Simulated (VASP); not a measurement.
Here is a VASP 6.6.1 calculation.

INCAR

```
PREC = Accurate ; ENCUT = 520
EDIFF = 1E-8 ; ISMEAR = 0
SIGMA = 0.01 ; LREAL = F
LASPH = T ; NELM = 100
ALGO = Normal ; ISIF = 2
LWAVE = F ; LCHARG = F
GGA = CA ; NBANDS = 11
IBRION = 8 ; NSW = 1
```

The input KPOINTS:

```
regular mesh
0
Gamma
  8 8 8
```

The input POSCAR:

```
BeS
1.0
    2.3499067697      2.3499067697      0.0000000000
   -2.3499067697      2.3499067697      0.0000000000
    0.0000000000      2.3499067697      2.3499067697
Be S
1 1
Direct
    0.0000000000      0.0000000000      0.0000000000
    0.7500000000      0.2500000000      0.5000000000
```

Potentials or basis: VASP PAW LDA potentials, release 64 (Be, S).

Run with:

```console
$ cat potpaw_LDA.64/Be/POTCAR potpaw_LDA.64/S/POTCAR > POTCAR
$ mpirun -np 1 vasp_std > vasp.out
```

Problem. Predict the highest phonon frequency at Γ, LO-TO splitting left out.

Solution. 643 cm⁻¹.

Phonon frequencies in cm⁻¹ (negative: imaginary):
| q point | frequencies |
| --- | --- |
| (0.000, 0.000, 0.000) | 0 0 0 643 643 643 |

Caveat: the cell wasn't relaxed at this level first, which shifts response properties.
